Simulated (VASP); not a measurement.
# CdS (F-43m) in VASP: notebook

The runs below take CdS through relaxation of cell and atoms, with PBEsol.

Program: VASP 6.6.1. These are calculated values, not measurements. Logs are shortened: lines on timing, memory, paths and dates and some standing lists are left out, and cuts for length are marked.

## Step 1: The cell of the first run

The structure is cubic, space group F-43m (No. 216). Conventional cell: a = 5.825 Å, b = 5.825 Å, c = 5.825 Å, α = 90.00°, β = 90.00°, γ = 90.00°. Cd (site symmetry -43m) has 4 S at 2.52 Å within 3.3 Å. Within 3.3 Å of S (site symmetry -43m) lie 4 Cd at 2.52 Å.

## Step 2: Relaxation of cell and atoms, PBEsol, target pressure 10 GPa, at which the enthalpy is minimised

INCAR

```
SYSTEM = CdS
  PREC = Accurate
  ENCUT = 600
  EDIFF = 1E-6
  ISMEAR = 0
  SIGMA = 0.01
  LREAL = .FALSE.
  LASPH = .TRUE.
  NELM = 60
  ALGO = Normal
  ISIF = 3
  LWAVE = .FALSE.
  LCHARG = .FALSE.
  GGA = PS
  IBRION = 2
  NSW = 100
  EDIFFG = -0.002
  PSTRESS = 100.0
```

KPOINTS

```
regular mesh
0
G
  6 6 6
  0 0 0
```

POSCAR

```
CdS
1.0
    0.0000000000      2.9122848905      2.9122848905
    2.9122848905      0.0000000000      2.9122848905
    2.9122848905      2.9122848905      0.0000000000
Cd S
1 1
Direct
    0.0000000000      0.0000000000      0.0000000000
    0.7500000000      0.7500000000      0.7500000000
```

Potentials or basis: VASP PAW PBE potentials, release 64 (Cd, S).

The run is started by

```bash
> cat potpaw_PBE.64/Cd/POTCAR potpaw_PBE.64/S/POTCAR > POTCAR
> mpirun -np 1 vasp_std > vasp.out
```

OUTCAR:

```text
SYSTEM = CdS
   PREC = Accurate
   ENCUT = 600
   EDIFF = 1E-6
   ISMEAR = 0
   LREAL = .FALSE.
   LASPH = .TRUE.
   NELM = 60
   ISIF = 3
   GGA = PS
   IBRION = 2
   NSW = 100
   EDIFFG = -0.002
   PSTRESS = 100.0

 ion  position               nearest neighbor table
   1  0.000  0.000  0.000-   2 2.52   2 2.52   2 2.52   2 2.52
   2  0.750  0.750  0.750-   1 2.52   1 2.52   1 2.52   1 2.52

  LATTYP: Found a face centered cubic cell.
 ALAT       =     5.8245697810

  Lattice vectors:

 A1 = (   0.0000000000,   2.9122848905,   2.9122848905)
 A2 = (   2.9122848905,   0.0000000000,   2.9122848905)
 A3 = (   2.9122848905,   2.9122848905,   0.0000000000)

Analysis of symmetry for initial positions (statically):
=====================================================================
 Subroutine PRICEL returns:
 Original cell was already a primitive cell.

 Routine SETGRP: Setting up the symmetry group for a
 face centered cubic supercell.

 Subroutine GETGRP returns: Found 24 space group operations
 (whereof 24 operations were pure point group operations)
 out of a pool of 48 trial point group operations.

The static configuration has the point symmetry T_d .

Analysis of symmetry for dynamics (positions and initial velocities):
=====================================================================
 Subroutine PRICEL returns:
 Original cell was already a primitive cell.

 Routine SETGRP: Setting up the symmetry group for a
 face centered cubic supercell.

 Subroutine GETGRP returns: Found 24 space group operations
 (whereof 24 operations were pure point group operations)
 out of a pool of 48 trial point group operations.

The dynamic configuration has the point symmetry T_d .

 Subroutine INISYM returns: Found 24 space group operations
 (whereof 24 operations are pure point group operations),
 and found     1 'primitive' translations

----------------------------------------------------------------------------------------

                                     Primitive cell

  volume of cell :      49.4005

  direct lattice vectors                    reciprocal lattice vectors
     0.000000000  2.912284891  2.912284891    -0.171686500  0.171686500  0.171686500
     2.912284891  0.000000000  2.912284891     0.171686500 -0.171686500  0.171686500
     2.912284891  2.912284891  0.000000000     0.171686500  0.171686500 -0.171686500

  length of vectors
     4.118592790  4.118592790  4.118592790     0.297369741  0.297369741  0.297369741

  position of ions in fractional coordinates (direct lattice)
     0.000000000  0.000000000  0.000000000
     0.750000000  0.750000000  0.750000000

  ion indices of the primitive-cell ions
   primitive index   ion index
                 1           1
                 2           2

----------------------------------------------------------------------------------------

 KPOINTS: regular mesh

Automatic generation of k-mesh.
 Grid dimensions read from file:
 generate k-points for:    6    6    6

 Generating k-lattice:

  Cartesian coordinates                     Fractional coordinates (reciprocal lattice)
    -0.028614417  0.028614417  0.028614417     0.166666667  0.000000000  0.000000000
     0.028614417 -0.028614417  0.028614417     0.000000000  0.166666667  0.000000000
     0.028614417  0.028614417 -0.028614417     0.000000000  0.000000000  0.166666667

  Length of vectors
     0.049561624  0.049561624  0.049561624

  Shift w.r.t. Gamma in fractional coordinates (k-lattice)
     0.000000000  0.000000000  0.000000000

 Subroutine IBZKPT returns following result:
 ===========================================

 Found     16 irreducible k-points:

 Following reciprocal coordinates:
            Coordinates               Weight
  0.000000  0.000000  0.000000      1.000000
  0.166667  0.000000  0.000000      8.000000
  0.333333  0.000000  0.000000      8.000000
  0.500000  0.000000  0.000000      4.000000
  0.166667  0.166667  0.000000      6.000000
  0.333333  0.166667  0.000000     24.000000
[... 8 lines left out ...]
 -0.333333  0.333333  0.166667     24.000000
 -0.333333  0.500000  0.166667     12.000000
   k-points           NKPTS =     16   k-points in BZ     NKDIM =     16   number of bands    NBANDS=     13
   number of dos      NEDOS =    301   number of ions     NIONS =      2
   total plane-waves  NPLWV =  46656
   dimension x,y,z NGX =    36 NGY =   36 NGZ =   36
   dimension x,y,z NGXF=    72 NGYF=   72 NGZF=   72
   ions per type =               1   1
   NGX,Y,Z   is equivalent  to a cutoff of  14.53, 14.53, 14.53 a.u.
   NGXF,Y,Z  is equivalent  to a cutoff of  29.06, 29.06, 29.06 a.u.
 SYSTEM =  CdS
   PREC   = accura    normal or accurate (medium, high low for compatibility)
   ISTART =      0    job   : 0-new  1-cont  2-samecut
   ICHARG =      2    charge: 1-file 2-atom 10-const
   ISPIN  =      1    spin polarized calculation?
   LNONCOLLINEAR =      F non collinear calculations
   LSORBIT =      F    spin-orbit coupling
   LASPH  =      T    aspherical Exc in radial PAW
   ENCUT  =  600.0 eV  44.10 Ry    6.64 a.u.   8.23  8.23  8.23*2*pi/ulx,y,z
   NELM   =     60;   NELMIN=  2; NELMDL= -5     # of ELM steps
   EDIFF  = 0.1E-05   stopping-criterion for ELM
   LREAL  =      F    real-space projection
   EDIFFG = -.2E-02   stopping-criterion for IOM
   NSW    =    100    number of steps for IOM
   IBRION =      2    ionic relax: 0-MD 1-quasi-New 2-CG
   NFREE  =      1    steps in history (QN), initial steepest desc. (CG)
   ISIF   =      3    stress and relaxation
   ISYM   =      2    0-nonsym 1-usesym 2-fastsym
   POTIM  = 0.5000    time-step for ionic-motion
   TEBEG  =    0.0;   TEEND  =   0.0 temperature during run
   PSTRESS=  100.0 pullay stress
   NELECT =      18.0000    total number of electrons
   NUPDOWN=      -1.0000    fix difference up-down
   EMIN   =  10.00;   EMAX   =-10.00  energy-range for DOS
   EFERMI =   0.00;   METHOD = LEGACY
   ISMEAR =     0;   SIGMA  =   0.01  broadening in eV -4-tet -1-fermi 0-gaus
   EFERMI_NEDOS =   21; number of points for ismear=-14 and -15
   IALGO  =     38    algorithm
   IMIX   =      4    mixing-type and parameters
     AMIX     =   0.40;   BMIX     =  1.00
     AMIX_MAG =   1.60;   BMIX_MAG =  1.00
  volume/ion in A,a.u.               =      24.70       166.69
  Fermi-wavevector in a.u.,A,eV,Ry     =   1.169289  2.209636 18.602381  1.367236
  Thomas-Fermi vector in A             =   2.305764
   LORBIT       =      0    0 simple, 1 ext, 2 COOP (PROOUT), +10 PAW based schemes
   GGA     = PS    functional components
   LHFCALC =     F    Hartree Fock is set to
   AEXX    =    0.0000 exact exchange contribution
   IVDW    =     0    specifies the selected vdW correction
   LEPSILON=     F    determine dielectric tensor
   LRPA    =     F    only Hartree local field effects (RPA)
 conjugate gradient relaxation of ions
 non-spin polarized calculation
 Gauss-broadening in eV      SIGMA  =   0.01
  energy-cutoff  :      600.00
  volume of cell :       49.40
 maximum number of plane-waves:      1676
 NGX is ok and might be reduce to    36
   NGX = 17   NGY = 17   NGZ = 17

--------------------------------------- Ionic step        1  -------------------------------------------

 number of electron      18.0000000 magnetization

 Free energy of the ion-electron system (eV)
  ---------------------------------------------------
  ext. energy  EPLUGINS =         0.00000000
  ---------------------------------------------------
  free energy    TOTEN  =        -6.81071643 eV

  energy without entropy =       -6.81071643  energy(sigma->0) =       -6.81071643

------------------------ aborting loop because EDIFF is reached ----------------------------------------

  FORCE on cell =-STRESS in cart. coord.  units (eV):
  Direction    XX          YY          ZZ          XY          YZ          ZX
  --------------------------------------------------------------------------------------
  -------------------------------------------------------------------------------------
  Total        0.1139666      0.1139666      0.1139666      0.0000000     -0.0000000      0.0000000
  in kB        3.6962109      3.6962109      3.6962109      0.0000000     -0.0000000      0.0000000
  external PRESSURE =     -96.3037891 kB  Pullay stress =     100.0000000 kB
[... 23 lines left out ...]
  enthalpy is  TOTEN    =        -3.7273795005 eV   P V=        3.0833369278

--------------------------------------- Ionic step        2  -------------------------------------------

 number of electron      17.9999999 magnetization

 E-fermi :   3.6252     XC(G=0): -10.4871

 val. band max:        3.5134079606   @ k =   0.0000   0.0000   0.0000
 cond. band min:       4.9467370234   @ k =   0.0000   0.0000   0.0000
 fundamental gap:      1.4333290628
 Fermi energy:         3.6251773265

 k-point     1 :       0.0000    0.0000    0.0000
  band No.  band energies     occupation
      1     -10.5959      2.00000
      2      -5.4396      2.00000
      3      -5.4396      2.00000
      4      -5.4396      2.00000
      5      -4.5718      2.00000
      6      -4.5718      2.00000
      7       3.5134      2.00000
      8       3.5134      2.00000
      9       3.5134      2.00000
     10       4.9467      0.00000
     11       9.7431      0.00000
     12       9.7431      0.00000
     13       9.7431      0.00000
[... 425 lines left out ...]
  enthalpy is  TOTEN    =        -3.9077006858 eV   P V=        2.7443819878

--------------------------------------- Ionic step        7  -------------------------------------------

 number of electron      17.9999998 magnetization

 Free energy of the ion-electron system (eV)
  ---------------------------------------------------
  ext. energy  EPLUGINS =         0.00000000
  ---------------------------------------------------
  free energy    TOTEN  =        -6.65166320 eV

  energy without entropy =       -6.65166320  energy(sigma->0) =       -6.65166320

 E-fermi :   2.4479     XC(G=0):  -9.9576

 val. band max:        2.3493331022   @ k =   0.0000   0.0000   0.0000
 cond. band min:       3.5967370176   @ k =   0.0000   0.0000   0.0000
 fundamental gap:      1.2474039155
 Fermi energy:         2.4479324548

 k-point     1 :       0.0000    0.0000    0.0000
  band No.  band energies     occupation
      1     -10.8735      2.00000
      2      -5.9382      2.00000
      3      -5.9382      2.00000
      4      -5.9382      2.00000
      5      -5.2645      2.00000
      6      -5.2645      2.00000
      7       2.3493      2.00000
      8       2.3493      2.00000
      9       2.3493      2.00000
     10       3.5967      0.00000
     11       8.7180      0.00000
     12       8.7180      0.00000
     13       8.7180      0.00000
[... 267 lines left out ...]
  FREE ENERGIE OF THE ION-ELECTRON SYSTEM (eV)
  ---------------------------------------------------
  free  energy   TOTEN  =        -6.6516632012 eV

  energy  without entropy=       -6.6516632012  energy(sigma->0) =       -6.65166320

  enthalpy is  TOTEN    =        -3.9077009000 eV   P V=        2.7439623012

 reached required accuracy - stopping structural energy minimisation
```

It took 24 s on 1 thread of Intel Xeon 6975P-C (Granite Rapids), shared host; peak memory 0.21 GiB.

What came out:

```
Free energy                                                : -6.6517 eV
Relaxed volume                                             : 21.98 Å³/atom
Relaxed cell                                               : a = 3.962 Å, b = 3.962 Å, c = 3.962 Å, α = 60.00°, β = 60.00°, γ = 60.00°
Space group after relaxing (to 0.1 Å)                      : F-43m (No. 216)
Energy change on relaxing (the run minimises the enthalpy) : +79.5 meV/atom
Ionic steps                                                : 7
Pressure after relaxing                                    : 10.0 GPa
Band gap on the k mesh                                     : 1.25 eV
```

The path:
```tsv
step	energy change (eV)	largest force (eV/Å)	pressure (GPa)	volume (Å³)
1	0.0000	0.0000	0.37	49.40
2	0.6114	0.0000	23.88	39.53
3	0.1534	0.0000	9.79	44.05
4	0.1598	0.0000	10.06	43.95
5	0.1569	0.0000	9.91	44.00
6	0.1586	0.0000	9.97	43.97
7	0.1591	0.0000	10.01	43.96
```

Final structure:
```
Cd S
1.0
     0.00000    2.80126    2.80126
     2.80126    0.00000    2.80126
     2.80126    2.80126    0.00000
Cd S
1 1
Direct
  0.00000 0.00000 0.00000
  0.75000 0.75000 0.75000
```

Caveat: the cell is relaxed towards a set pressure, so the run minimises the enthalpy, not the energy; the PAW data sets were made with another functional, which shifts forces and pressure a little.

(Continued in part 2 of 2.)
